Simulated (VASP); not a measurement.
## Se: single point with PBEsol

The system is Se.

```xyz
1
Lattice="-1.3875 1.3875 1.3875 1.3875 -1.3875 1.3875 1.3875 1.3875 -1.3875" Properties=species:S:1:pos:R:3 pbc="T T T"
Se    0.0000    0.0000    0.0000
```

This isn't the form of Se at room conditions, which is trigonal, of chains.

| Quantity | Value |
| --- | --- |
| Program | VASP 6.6.1 |
| Task | single point |
| Functional | PBEsol |
| Potentials or basis | VASP PAW PBE potentials, release 64 (Se) |
| Cutoff | 520 eV |
| k mesh | 22 × 22 × 22 |
| Occupations | gaussian, width 0.1 eV |
| Spin | no spin polarisation |
| Dipole correction | no |
| Further INCAR settings | ALGO = Normal; EDIFF = 1e-06; NBANDS = 9 |

```json
{
  "Pressure": "188.4 GPa",
  "Band gap on the k mesh": "zero (bands 3 and 4 overlap by 15.86 eV)"
}
```

Levels at points of the mesh, in eV from the Fermi level:
| k point | band 1 | band 2 | band 3 | band 4 | band 5 | band 6 |
| --- | --- | --- | --- | --- | --- | --- |
| (0.00, 0.00, 0.00) | -24.58 | 8.10 | 8.10 | 8.10 | 14.29 | 14.29 |
| (0.50, 0.00, 0.00) | -15.77 | -13.73 | 0.67 | 4.19 | 7.30 | 8.29 |
| (0.50, 0.50, 0.50) | -7.49 | -6.59 | -6.59 | -6.59 | 0.01 | 0.01 |

Wall time 14 s on 1 thread of AMD EPYC 9R45 (Zen 5) (shared host), peak memory 0.11 GiB.

Caveat: the cell stands under pressure; the PAW data sets were made with another functional, which shifts forces and pressure a little.
